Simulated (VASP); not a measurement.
**MoN2: single point with PBE**

Crystal: MoN2.

```
Mo N
1.0
     4.34805    0.02174    0.00000
     0.02174    4.34805    0.00000
     0.00000    0.00000    2.76746
Mo N
2 4
Direct
  0.50000 0.50000 0.00000
  0.00000 0.00000 0.00000
  0.88835 0.38835 0.50000
  0.11165 0.61165 0.50000
  0.38835 0.11165 0.50000
  0.61165 0.88835 0.50000
```

| Quantity | Value |
| --- | --- |
| Program | VASP 6.6.1 |
| Task | single point |
| Functional | PBE |
| Potentials or basis | VASP PAW PBE potentials, release 64 (Mo_sv, N) |
| Cutoff | 600 eV |
| k mesh | 6 × 6 × 8 |
| Occupations | fermi-dirac, width 0.02 eV |
| Spin | no spin polarisation |
| Dipole correction | no |
| Further INCAR settings | ALGO = Normal; EDIFF = 1e-06; NBANDS = 33 |

- Pressure: -3.7 GPa
- Largest force: 0.238 eV/Å
- Band gap on the k mesh: zero (bands 24 and 25 overlap by 1.67 eV)

Forces on the atoms (eV/Å):
```
Mo   0.000  0.000  0.000
Mo   0.000  0.000  0.000
N   -0.036 -0.036  0.000
N    0.036  0.036  0.000
N   -0.168  0.168  0.000
N    0.168 -0.168  0.000
```

Stress tensor (GPa, compression positive):
```
-3.48 -2.76  0.00
-2.76 -3.48  0.00
 0.00  0.00 -4.14
```

Levels at points of the mesh, in eV from the Fermi level:
```
           k point  band 20  band 21  band 22  band 23  band 24  band 25  band 26  band 27  band 28  band 29
(0.00, 0.00, 0.00)    -3.84    -2.98    -2.87    -2.19    -1.75     0.62     0.68     1.06     1.76     2.16
(0.50, 0.00, 0.00)    -4.14    -1.97    -1.88    -1.13    -1.08    -0.40    -0.30     2.17     2.22     3.26
(0.50, 0.50, 0.00)    -3.63    -0.82    -0.69     0.45     0.54     0.63     0.67     1.03     1.06     2.76
(0.00, 0.00, 0.50)    -2.64    -1.96    -1.92     0.77     1.14     2.11     2.20     2.34     2.40     2.89
(0.50, 0.00, 0.50)    -4.12    -2.46    -2.42    -0.99    -0.98     2.47     2.50     2.98     3.05     3.47
(0.50, 0.50, 0.50)    -5.19    -5.09    -4.96    -1.34    -1.21     2.38     2.51     3.26     3.42     4.10
```

It took 2.6 min on 1 thread of Intel Xeon 8259CL (shared host), peak memory 0.25 GiB.

Caveat: the cell stands under tension.
